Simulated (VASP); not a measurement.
# KTaO3 (P4/mmm) in VASP: notebook

The runs below take KTaO3 through single point, with r2SCAN.

Program: VASP 6.6.1. These are calculated values, not measurements. Logs are shortened: lines on timing, memory, paths and dates and some standing lists are left out, and cuts for length are marked.

### Step 1. The cell of the first run

The structure is tetragonal, space group P4/mmm (No. 123). Conventional cell: a = 3.864 Å, b = 3.864 Å, c = 4.250 Å, α = 90.00°, β = 90.00°, γ = 90.00°. Within 3.6 Å of K (site symmetry 4/mmm) lie 12 O at 2.73 to 2.87 Å and 8 Ta at 3.46 Å. Within 2.6 Å of Ta (site symmetry 4/mmm) lie 6 O at 1.93 to 2.12 Å. Within 2.6 Å of O (site symmetry mmm) lie 2 Ta at 1.93 Å. Within 2.8 Å of O (site symmetry 4/mmm) lie 2 Ta at 2.12 Å and 4 K at 2.73 Å.

### Step 2. Single point, r2SCAN

POSCAR reads:

```
KTaO3
1.0
    3.8635830917      0.0000000000      0.0000000000
    0.0000000000      3.8635830917      0.0000000000
    0.0000000000      0.0000000000      4.2499414009
K Ta O
1 1 3
Direct
    0.5000000000      0.5000000000      0.5000000000
    0.0000000000      0.0000000000      0.0000000000
    0.5000000000      0.0000000000      0.0000000000
    0.0000000000      0.5000000000      0.0000000000
    0.0000000000      0.0000000000      0.5000000000
```

INCAR.step1 reads:

```
SYSTEM = KTaO3
PREC     = Accurate       ! precision mode
ENCUT    = 520            ! plane-wave cutoff, eV
ISMEAR   = 0              ! smearing method
SIGMA    = 0.05           ! smearing width, eV
LREAL    = .FALSE.        ! projectors in reciprocal space
LASPH    = .TRUE.         ! aspherical terms in the spheres
NELM     = 60             ! most SCF steps
NBANDS   = 27             ! bands
GGA      = PE             ! functional
ALGO     = Normal         ! electronic algorithm
EDIFF    = 1E-4           ! SCF threshold, eV
LWAVE    = .TRUE.         ! write WAVECAR
LCHARG   = .FALSE.        ! write CHGCAR
```

INCAR.step2 reads:

```
SYSTEM = KTaO3
PREC     = Accurate       ! precision mode
ENCUT    = 520            ! plane-wave cutoff, eV
EDIFF    = 1E-7           ! SCF threshold, eV
ISMEAR   = 0              ! smearing method
SIGMA    = 0.05           ! smearing width, eV
LREAL    = .FALSE.        ! projectors in reciprocal space
LASPH    = .TRUE.         ! aspherical terms in the spheres
NELM     = 60             ! most SCF steps
ALGO     = Normal         ! electronic algorithm
ISIF     = 2              ! what is computed and relaxed
LWAVE    = .FALSE.        ! write WAVECAR
LCHARG   = .FALSE.        ! write CHGCAR
METAGGA  = R2SCAN         ! meta-GGA
LMIXTAU  = .TRUE.       
NBANDS   = 27             ! bands
ISTART   = 1
```

KPOINTS reads:

```
Automatic mesh
0
G
  6 6 6
  0 0 0
```

Potentials or basis: VASP PAW PBE potentials, release 64 (K_sv, Ta_pv, O).

Command:

```bash
> cat potpaw_PBE.64/K_sv/POTCAR potpaw_PBE.64/Ta_pv/POTCAR potpaw_PBE.64/O/POTCAR > POTCAR
> cp INCAR.step1 INCAR
> mpirun -np 1 vasp_std > vasp.out
> cp INCAR.step2 INCAR
> mpirun -np 1 vasp_std > vasp.out
```

OUTCAR:

```text
SYSTEM = KTaO3
   PREC = Accurate
   ENCUT = 520
   EDIFF = 1E-7
   ISMEAR = 0
   LREAL = .FALSE.
   LASPH = .TRUE.
   NELM = 60
   ISIF = 2
   METAGGA = R2SCAN
   ISTART = 1

 ion  position               nearest neighbor table
   1  0.500  0.500  0.500-   5 2.73   5 2.73   5 2.73   5 2.73   4 2.87   3 2.87   4 2.87   3 2.87
                             4 2.87   3 2.87   4 2.87   3 2.87   2 3.46   2 3.46   2 3.46   2 3.46
   2  0.000  0.000  0.000-   3 1.93   4 1.93   4 1.93   3 1.93   5 2.12   5 2.12   1 3.46   1 3.46
                             1 3.46   1 3.46   1 3.46   1 3.46   1 3.46   1 3.46
   3  0.500  0.000  0.000-   2 1.93   2 1.93   1 2.87   1 2.87   1 2.87   1 2.87
   4  0.000  0.500  0.000-   2 1.93   2 1.93   1 2.87   1 2.87   1 2.87   1 2.87
   5  0.000  0.000  0.500-   2 2.12   2 2.12   1 2.73   1 2.73   1 2.73   1 2.73

  LATTYP: Found a simple tetragonal cell.
 ALAT       =     3.8635830917
 C/A-ratio  =     1.1000000000

  Lattice vectors:

 A1 = (   3.8635830917,   0.0000000000,   0.0000000000)
 A2 = (   0.0000000000,   3.8635830917,   0.0000000000)
 A3 = (   0.0000000000,   0.0000000000,   4.2499414009)

Analysis of symmetry for initial positions (statically):
=====================================================================
 Subroutine PRICEL returns:
 Original cell was already a primitive cell.

 Routine SETGRP: Setting up the symmetry group for a
 simple tetragonal supercell.

 Subroutine GETGRP returns: Found 16 space group operations
 (whereof 16 operations were pure point group operations)
 out of a pool of 16 trial point group operations.

The static configuration has the point symmetry D_4h.

Analysis of symmetry for dynamics (positions and initial velocities):
=====================================================================
 Subroutine PRICEL returns:
 Original cell was already a primitive cell.

 Routine SETGRP: Setting up the symmetry group for a
 simple tetragonal supercell.

 Subroutine GETGRP returns: Found 16 space group operations
 (whereof 16 operations were pure point group operations)
 out of a pool of 16 trial point group operations.

The dynamic configuration has the point symmetry D_4h.

 Subroutine INISYM returns: Found 16 space group operations
 (whereof 16 operations are pure point group operations),
 and found     1 'primitive' translations

[... 94 lines left out ...]
   ISPIN  =      1    spin polarized calculation?
   LNONCOLLINEAR =      F non collinear calculations
   LSORBIT =      F    spin-orbit coupling
   LASPH  =      T    aspherical Exc in radial PAW
   ENCUT  =  520.0 eV  38.22 Ry    6.18 a.u.   7.18  7.18  7.90*2*pi/ulx,y,z
   NELM   =     60;   NELMIN=  2; NELMDL=  0     # of ELM steps
   EDIFF  = 0.1E-06   stopping-criterion for ELM
   LREAL  =      F    real-space projection
   EDIFFG = 0.1E-05   stopping-criterion for IOM
   NSW    =      0    number of steps for IOM
   IBRION =     -1    ionic relax: 0-MD 1-quasi-New 2-CG
   NFREE  =      0    steps in history (QN), initial steepest desc. (CG)
   ISIF   =      2    stress and relaxation
   ISYM   =      2    0-nonsym 1-usesym 2-fastsym
   POTIM  = 0.5000    time-step for ionic-motion
   TEBEG  =    0.0;   TEEND  =   0.0 temperature during run
   PSTRESS=    0.0 pullay stress
   NELECT =      38.0000    total number of electrons
   NUPDOWN=      -1.0000    fix difference up-down
   EMIN   =  10.00;   EMAX   =-10.00  energy-range for DOS
   EFERMI =   0.00;   METHOD = LEGACY
   ISMEAR =     0;   SIGMA  =   0.05  broadening in eV -4-tet -1-fermi 0-gaus
   EFERMI_NEDOS =   21; number of points for ismear=-14 and -15
   IALGO  =     38    algorithm
   IMIX   =      4    mixing-type and parameters
     AMIX     =   0.40;   BMIX     =  1.00
     AMIX_MAG =   1.60;   BMIX_MAG =  1.00
  volume/ion in A,a.u.               =      12.69        85.62
  Fermi-wavevector in a.u.,A,eV,Ry     =   1.380008  2.607837 25.911228  1.904422
  Thomas-Fermi vector in A             =   2.504925
   LORBIT       =      0    0 simple, 1 ext, 2 COOP (PROOUT), +10 PAW based schemes
   METAGGA = R2SCAN    functional components
   LHFCALC =     F    Hartree Fock is set to
   AEXX    =    0.0000 exact exchange contribution
   IVDW    =     0    specifies the selected vdW correction
   LEPSILON=     F    determine dielectric tensor
   LRPA    =     F    only Hartree local field effects (RPA)
 non-spin polarized calculation
 Gauss-broadening in eV      SIGMA  =   0.05
  energy-cutoff  :      520.00
  volume of cell :       63.44
 maximum number of plane-waves:      1728
 NGX is ok and might be reduce to    30

 number of electron      38.0000009 magnetization

 Free energy of the ion-electron system (eV)
  ---------------------------------------------------
  ext. energy  EPLUGINS =         0.00000000
  ---------------------------------------------------
  free energy    TOTEN  =       -86.73034807 eV

  energy without entropy =      -86.73034807  energy(sigma->0) =      -86.73034807

 E-fermi :   1.7345     XC(G=0): -11.5519

 val. band max:        1.5198407910   @ k =   0.5000   0.5000   0.5000
 cond. band min:       3.9642553328   @ k =   0.0000   0.0000   0.0000
 fundamental gap:      2.4444145417
 Fermi energy:         1.7344902095

 k-point     1 :       0.0000    0.0000    0.0000
  band No.  band energies     occupation
      1     -33.9153      2.00000
      2     -33.9153      2.00000
      3     -33.7972      2.00000
      4     -26.9894      2.00000
      5     -17.5168      2.00000
      6     -16.9942      2.00000
[... 709 lines left out ...]
     26      12.5843      0.00000
     27      12.6928      0.00000

 [... further k-points ...]
[... 5 lines left out ...]
  --------------------------------------------------------------------------------------
  -------------------------------------------------------------------------------------
  Total        6.2623895      6.2623895     -6.9040770      0.0000000      0.0000000      0.0000000
  in kB      158.1565575    158.1565575   -174.3623667      0.0000000      0.0000000      0.0000000
  external PRESSURE =      47.3169161 kB  Pullay stress =       0.0000000 kB

 VOLUME and BASIS-vectors are now :
 -----------------------------------------------------------------------------
  energy-cutoff  :      520.00
  volume of cell :       63.44
      direct lattice vectors                 reciprocal lattice vectors
     3.863583092  0.000000000  0.000000000     0.258827098  0.000000000  0.000000000
     0.000000000  3.863583092  0.000000000     0.000000000  0.258827098  0.000000000
     0.000000000  0.000000000  4.249941401     0.000000000  0.000000000  0.235297362

 POSITION                                       TOTAL-FORCE (eV/Angst)
 -----------------------------------------------------------------------------------
      1.93179      1.93179      2.12497         0.000000      0.000000      0.000000
      0.00000      0.00000      0.00000         0.000000      0.000000      0.000000
      1.93179      0.00000      0.00000         0.000000      0.000000      0.000000
      0.00000      1.93179      0.00000         0.000000      0.000000      0.000000
      0.00000      0.00000      2.12497         0.000000      0.000000      0.000000
 -----------------------------------------------------------------------------------
    total drift:                                0.000000     -0.000000      0.000000

  FREE ENERGIE OF THE ION-ELECTRON SYSTEM (eV)
  ---------------------------------------------------
  free  energy   TOTEN  =       -86.7303480680 eV

  energy  without entropy=      -86.7303480680  energy(sigma->0) =      -86.73034807
```

OSZICAR.step1:

```text
N       E                     dE             d eps       ncg     rms          rms(c)
DAV:   1     0.326757912826E+03    0.32676E+03   -0.20731E+04  2160   0.141E+03
DAV:   2    -0.293732786140E+02   -0.35613E+03   -0.34508E+03  2537   0.409E+02
DAV:   3    -0.485091594647E+02   -0.19136E+02   -0.19038E+02  2981   0.925E+01
DAV:   4    -0.492196953282E+02   -0.71054E+00   -0.70927E+00  3613   0.110E+01
DAV:   5    -0.492234157910E+02   -0.37205E-02   -0.37201E-02  2831   0.830E-01    0.354E+01
DAV:   6    -0.408215276749E+02    0.84019E+01   -0.35732E+01  2564   0.400E+01    0.136E+01
DAV:   7    -0.406688483225E+02    0.15268E+00   -0.19328E+00  2782   0.861E+00    0.960E+00
DAV:   8    -0.406174671623E+02    0.51381E-01   -0.40417E-01  2595   0.511E+00    0.233E+00
DAV:   9    -0.406009862162E+02    0.16481E-01   -0.44194E-02  2675   0.143E+00    0.482E-01
DAV:  10    -0.405994502247E+02    0.15360E-02   -0.96444E-03  2884   0.630E-01    0.223E-01
DAV:  11    -0.405997108312E+02   -0.26061E-03   -0.71025E-04  2996   0.193E-01    0.375E-02
DAV:  12    -0.405997342942E+02   -0.23463E-04   -0.74226E-05  1699   0.727E-02
   1 F= -.40599734E+02 E0= -.40599734E+02  d E =-.113200E-19
```

Wall time 2 min (1 thread of Intel Xeon 6975P-C (Granite Rapids), shared host); peak memory 0.21 GiB.

Results:

| Quantity | Value |
| --- | --- |
| Free energy | -86.7303 eV |
| Pressure | 4.7 GPa |
| Band gap on the k mesh | 2.44 eV, indirect (least direct gap 2.93 eV) |

Stress tensor (GPa, compression positive):
```
 15.82   0.00   0.00
  0.00  15.82   0.00
  0.00   0.00 -17.44
```

Caveat: the PAW data sets were made with another functional, which shifts forces and pressure a little; spin-orbit coupling is left out, which moves the levels of the heavy elements.

### Step 3. Single point, r2SCAN

This run uses another cell than the first one, of the same volume but with other edges.

Changes to POSCAR since step 2:

```diff
@@ -2,5 +2,5 @@
 1.0
-    3.8635830917      0.0000000000      0.0000000000
-    0.0000000000      3.8635830917      0.0000000000
-    0.0000000000      0.0000000000      4.2499414009
+    4.6041560297      0.0000000000      0.0000000000
+    0.0000000000      4.6041560297      0.0000000000
+    0.0000000000      0.0000000000      2.9927014193
 K Ta O
```

INCAR.step1 reads:

```
SYSTEM = KTaO3
ALGO = Normal
EDIFF = 1E-4
ENCUT = 520
GGA = PE
ISMEAR = 0
LASPH = .TRUE.
LCHARG = .FALSE.
LREAL = .FALSE.
LWAVE = .TRUE.
NBANDS = 27
NELM = 60
PREC = Accurate
SIGMA = 0.05
```

INCAR.step2 reads:

```
SYSTEM = KTaO3
ALGO = Normal
EDIFF = 1E-6
ENCUT = 520
ISIF = 2
ISMEAR = 0
ISTART = 1
LASPH = .TRUE.
LCHARG = .FALSE.
LMIXTAU = .TRUE.
LREAL = .FALSE.
LWAVE = .FALSE.
METAGGA = R2SCAN
NBANDS = 27
NELM = 60
PREC = Accurate
SIGMA = 0.05
```

KPOINTS reads:

```
k-points
0
G
  6 6 6
  0 0 0
```

Potentials or basis: VASP PAW PBE potentials, release 64 (K_sv, Ta_pv, O).

Command:

```bash
> cat potpaw_PBE.64/K_sv/POTCAR potpaw_PBE.64/Ta_pv/POTCAR potpaw_PBE.64/O/POTCAR > POTCAR
> cp INCAR.step1 INCAR
> mpirun -np 1 vasp_std > vasp.out
> cp INCAR.step2 INCAR
> mpirun -np 1 vasp_std > vasp.out
```

OUTCAR:

```text
SYSTEM = KTaO3
   EDIFF = 1E-6
   ENCUT = 520
   ISIF = 2
   ISMEAR = 0
   ISTART = 1
   LASPH = .TRUE.
   LREAL = .FALSE.
   METAGGA = R2SCAN
   NELM = 60
   PREC = Accurate

 ion  position               nearest neighbor table
   1  0.500  0.500  0.500-   3 2.75   4 2.75   3 2.75   4 2.75   3 2.75   3 2.75   4 2.75   4 2.75
                             2 3.58   2 3.58   2 3.58   2 3.58   2 3.58   2 3.58   2 3.58   2 3.58
   2  0.000  0.000  0.000-   5 1.50   5 1.50   3 2.30   4 2.30   4 2.30   3 2.30   1 3.58   1 3.58
[... 930 lines left out ...]
  -------------------------------------------------------------------------------------
  Total      -12.8232416    -12.8232416    130.6556507      0.0000000      0.0000000      0.0000000
  in kB     -323.8507830   -323.8507830   3299.7065900      0.0000000      0.0000000      0.0000000
  external PRESSURE =     884.0016747 kB  Pullay stress =       0.0000000 kB

 VOLUME and BASIS-vectors are now :
 -----------------------------------------------------------------------------
  energy-cutoff  :      520.00
  volume of cell :       63.44
      direct lattice vectors                 reciprocal lattice vectors
     4.604156030  0.000000000  0.000000000     0.217195072  0.000000000  0.000000000
     0.000000000  4.604156030  0.000000000     0.000000000  0.217195072  0.000000000
     0.000000000  0.000000000  2.992701419     0.000000000  0.000000000  0.334146264

 POSITION                                       TOTAL-FORCE (eV/Angst)
 -----------------------------------------------------------------------------------
      2.30208      2.30208      1.49635         0.000000      0.000000      0.000000
      0.00000      0.00000      0.00000         0.000000      0.000000      0.000000
      2.30208      0.00000      0.00000         0.000000      0.000000      0.000000
      0.00000      2.30208      0.00000         0.000000      0.000000      0.000000
      0.00000      0.00000      1.49635         0.000000      0.000000      0.000000
 -----------------------------------------------------------------------------------
    total drift:                                0.000000      0.000000     -0.000000

  FREE ENERGIE OF THE ION-ELECTRON SYSTEM (eV)
  ---------------------------------------------------
  free  energy   TOTEN  =       -70.8933630896 eV

  energy  without entropy=      -70.8876319984  energy(sigma->0) =      -70.89049754
```

OSZICAR.step1:

```text
N       E                     dE             d eps       ncg     rms          rms(c)
DAV:   1     0.343562372383E+03    0.34356E+03   -0.21105E+04  2160   0.142E+03
DAV:   2    -0.147513994997E+02   -0.35831E+03   -0.34834E+03  2571   0.413E+02
DAV:   3    -0.344926756871E+02   -0.19741E+02   -0.19642E+02  3111   0.942E+01
DAV:   4    -0.350780124749E+02   -0.58534E+00   -0.58401E+00  3422   0.109E+01
DAV:   5    -0.350826999284E+02   -0.46875E-02   -0.46864E-02  2865   0.929E-01    0.514E+01
DAV:   6    -0.254098385004E+02    0.96729E+01   -0.38252E+01  2433   0.432E+01    0.203E+01
DAV:   7    -0.251431533055E+02    0.26669E+00   -0.47963E+00  2410   0.126E+01    0.143E+01
DAV:   8    -0.249978367086E+02    0.14532E+00   -0.16535E+00  2744   0.601E+00    0.444E+00
DAV:   9    -0.249356869769E+02    0.62150E-01   -0.78247E-01  2552   0.369E+00    0.204E+00
DAV:  10    -0.249007591549E+02    0.34928E-01   -0.64957E-02  2526   0.148E+00    0.821E-01
DAV:  11    -0.249028256565E+02   -0.20665E-02   -0.34809E-02  2609   0.914E-01    0.109E+00
DAV:  12    -0.248983596803E+02    0.44660E-02   -0.21537E-02  2672   0.505E-01    0.340E-01
DAV:  13    -0.248979698191E+02    0.38986E-03   -0.44331E-04  2494   0.144E-01    0.132E-01
DAV:  14    -0.248978975632E+02    0.72256E-04   -0.93695E-05  1649   0.581E-02
   1 F= -.24897898E+02 E0= -.24894664E+02  d E =-.646732E-02
```

Run time: 90 s. Hardware: 1 thread of Intel Xeon 6975P-C (Granite Rapids), shared host; peak memory 0.22 GiB.

Results:

```
Free energy            : -70.8934 eV
Pressure               : 88.4 GPa
Band gap on the k mesh : zero (band 19 reaches 3.81 eV, above the bottom of band 20 at 3.33 eV)
```

Caveat: the PAW data sets were made with another functional, which shifts forces and pressure a little; spin-orbit coupling is left out, which moves the levels of the heavy elements.

### Step 4. Single point, r2SCAN

This run uses another cell than the first one, of the same volume but with other edges.

Changes to POSCAR since step 3:

```diff
@@ -2,5 +2,5 @@
 1.0
-    4.6041560297      0.0000000000      0.0000000000
-    0.0000000000      4.6041560297      0.0000000000
-    0.0000000000      0.0000000000      2.9927014193
+    3.4841009675      0.0000000000      0.0000000000
+    0.0000000000      3.4841009675      0.0000000000
+    0.0000000000      0.0000000000      5.2261514513
 K Ta O
```

INCAR.step1 reads:

```
SYSTEM = KTaO3
PREC = Accurate
ENCUT = 520
ISMEAR = 0
SIGMA = 0.05
LREAL = .False.
LASPH = .True.
NELM = 100
NBANDS = 27
GGA = PE
ALGO = Normal
EDIFF = 1E-4
LWAVE = .True.
LCHARG = .False.
```

INCAR.step2 reads:

```
SYSTEM = KTaO3
PREC = Accurate
ENCUT = 520
EDIFF = 1E-6
ISMEAR = 0
SIGMA = 0.05
LREAL = .False.
LASPH = .True.
NELM = 100
ALGO = Normal
ISIF = 2
LWAVE = .False.
LCHARG = .True.
METAGGA = R2SCAN
LMIXTAU = .True.
LELF = .True.
LVHAR = .True.
NBANDS = 27
ISTART = 1
```

KPOINTS reads:

```
regular mesh
0
Gamma
  6 6 6
  0 0 0
```

Command:

```bash
> cat potpaw_PBE.64/K_sv/POTCAR potpaw_PBE.64/Ta_pv/POTCAR potpaw_PBE.64/O/POTCAR > POTCAR
> cp INCAR.step1 INCAR
> mpirun -np 1 vasp_std > vasp.out
> cp INCAR.step2 INCAR
> mpirun -np 1 vasp_std > vasp.out
```

Wall time 4.4 min (1 thread of Intel Xeon Platinum 8259CL at 2.50GHz (Skylake/Cascade Lake), shared host); peak memory 0.22 GiB.

Results (log left out):

* Free energy: -79.9154 eV
* Pressure: 60.2 GPa
* Band gap on the k mesh: 0.99 eV, direct

Stress tensor (GPa, compression positive):
```
106.15   0.00   0.00
  0.00 106.15   0.00
  0.00   0.00 -31.80
```

Levels at points of the mesh, in eV from the valence-band top:
```
           k point  band 16  band 17  band 18  band 19  band 20  band 21  band 22  band 23
(0.00, 0.00, 0.00)    -2.22    -1.34     0.00     0.00     0.99     1.07     1.07     1.37
(0.50, 0.00, 0.00)    -2.43    -1.54    -1.45    -0.82     1.35     1.86     6.17     6.23
(0.50, 0.50, 0.00)    -1.95    -1.64    -0.19    -0.19     2.53     6.23     6.23     8.66
(0.00, 0.00, 0.50)    -2.22    -2.22    -0.42    -0.42     1.37     1.78     1.78     4.58
(0.50, 0.00, 0.50)    -3.40    -2.41    -1.18    -1.16     1.88     4.97     6.23     6.24
(0.50, 0.50, 0.50)    -3.00    -1.95    -0.05    -0.05     5.60     6.50     6.50     7.01
```

Caveat: the PAW data sets were made with another functional, which shifts forces and pressure a little; spin-orbit coupling is left out, which moves the levels of the heavy elements. A k mesh can miss the band edges.

[end of part 1 of 2]
